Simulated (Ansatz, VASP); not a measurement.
Two plane-wave programs on GaN

INCAR

```
SYSTEM = GaN
PREC     = Accurate       ! precision mode
ENCUT    = 600            ! plane-wave cutoff, eV
EDIFF    = 1E-7           ! SCF threshold, eV
ISMEAR   = 0              ! smearing method
SIGMA    = 0.1            ! smearing width, eV
LREAL    = .FALSE.        ! projectors in reciprocal space
LASPH    = .TRUE.         ! aspherical terms in the spheres
NELM     = 120            ! most SCF steps
ALGO     = Normal         ! electronic algorithm
ISIF     = 3              ! what is computed and relaxed
LWAVE    = .FALSE.        ! write WAVECAR
LCHARG   = .FALSE.        ! write CHGCAR
GGA      = PE             ! functional
IBRION   = 2              ! ionic algorithm
NSW      = 80             ! ionic steps
EDIFFG   = -0.05          ! ionic threshold
GGA_COMPAT= .FALSE.      
NELMIN   = 4
```

The input KPOINTS:

```
regular mesh
0
G
  6 6 6
  0 0 0
```

POSCAR

```
GaN
1.0
    0.0000000000      2.5613520448      2.5613520448
    2.5613520448      0.0000000000      2.5613520448
    2.5613520448      2.5613520448      0.0000000000
Ga N
1 1
Direct
    0.7500000000      0.7500000000      0.7500000000
    0.0000000000      0.0000000000      0.0000000000
```

Input for Ansatz:

```yaml
crystal:
  lattice:
    - [0.0, 2.5613520448, 2.5613520448]
    - [2.5613520448, 0.0, 2.5613520448]
    - [2.5613520448, 2.5613520448, 0.0]
  atoms:
    - { symbol: Ga, position: [0.75, 0.75, 0.75] }
    - { symbol: "N", position: [0.0, 0.0, 0.0] }
basis:
  ecutwfc: 420
kpoints:
  mp_grid: { grid: [6, 6, 6] }
hamiltonian:
  xc: pbe
scf:
  occupations: { method: gaussian, width: 0.1 }
output:
  forces: true
  stress: true
  eigenvalues: true
relax:
  adjacent_minimum: "off"
  f_tol: 0.05
  max_steps: 60
  cell: { stress_tol: 0.5 }
```

Alike in both runs: task relaxation of cell and atoms; functional PBE; k mesh 6 × 6 × 6; occupations gaussian, width 0.1 eV; no spin polarisation.

|  | VASP | Ansatz |
| --- | --- | --- |
| version | VASP 6.6.1 | Ansatz 0.2.0 |
| potentials or method | VASP PAW PBE potentials, release 64 (Ga_d, N), cutoff 600 eV | scalar-relativistic, plane waves, PAW |
| valence electrons in the cell | 18 | 18 |

|  | VASP | Ansatz | Ansatz less VASP |
| --- | --- | --- | --- |
| gap on the k mesh at the Fermi level, each at its own relaxed structure (eV) | 1.55 | 1.53 | -0.019 |
| relaxed volume (Å³/atom) | 11.76 | 11.78 | +0.020 |
| relaxed cell length with the largest relative difference (Å) | 3.216 | 3.218 | +0.0019 |

Noted on VASP's run: the volume moved by over 15 % at a fixed basis, so the end points are rough.
